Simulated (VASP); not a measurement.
ReP: single point with PBEsol

Crystal: ReP.

```
Re P
1.0
     0.00000    2.60318    2.60318
     2.60318    0.00000    2.60318
     2.60318    2.60318    0.00000
Re P
1 1
Direct
  0.00000 0.00000 0.00000
  0.25000 0.25000 0.25000
```

```json
{
  "Program": "VASP 6.6.1",
  "Task": "single point",
  "Functional": "PBEsol",
  "Potentials or basis": "VASP PAW PBE potentials, release 64 (Re_sv_GW, P)",
  "Cutoff": "560 eV",
  "k mesh": "12 × 12 × 12",
  "Occupations": "gaussian, width 0.05 eV",
  "Spin": "no spin polarisation",
  "Dipole correction": "no",
  "Further INCAR settings": "ALGO = Normal; EDIFF = 1e-06; NBANDS = 17"
}
```

```json
{"Pressure": "5.2 GPa", "Band gap on the k mesh": "zero (bands 10 and 11 overlap by 0.45 eV)"}
```

Levels at points of the mesh, in eV from the Fermi level:
| k point | band 6 | band 7 | band 8 | band 9 | band 10 | band 11 | band 12 | band 13 | band 14 | band 15 |
| --- | --- | --- | --- | --- | --- | --- | --- | --- | --- | --- |
| (0.00, 0.00, 0.00) | -4.60 | -4.60 | -4.60 | -0.85 | -0.85 | 3.95 | 6.62 | 6.62 | 6.62 | 9.35 |
| (0.50, 0.00, 0.00) | -5.35 | -4.09 | -4.09 | -0.25 | -0.25 | -0.07 | 3.82 | 3.82 | 5.40 | 11.03 |
| (0.50, 0.50, 0.00) | -6.31 | -2.57 | -2.57 | -1.99 | -0.16 | 0.46 | 1.26 | 1.26 | 9.00 | 9.51 |

Run time: 21 s on 1 thread of Intel(R) Xeon(R) 6975P-C (Granite Rapids), with other jobs on the host, peak memory 0.19 GiB.

Caveat: the cell stands under pressure; the PAW data sets were made with another functional, which shifts forces and pressure a little; spin-orbit coupling is left out, which moves the levels of the heavy elements.
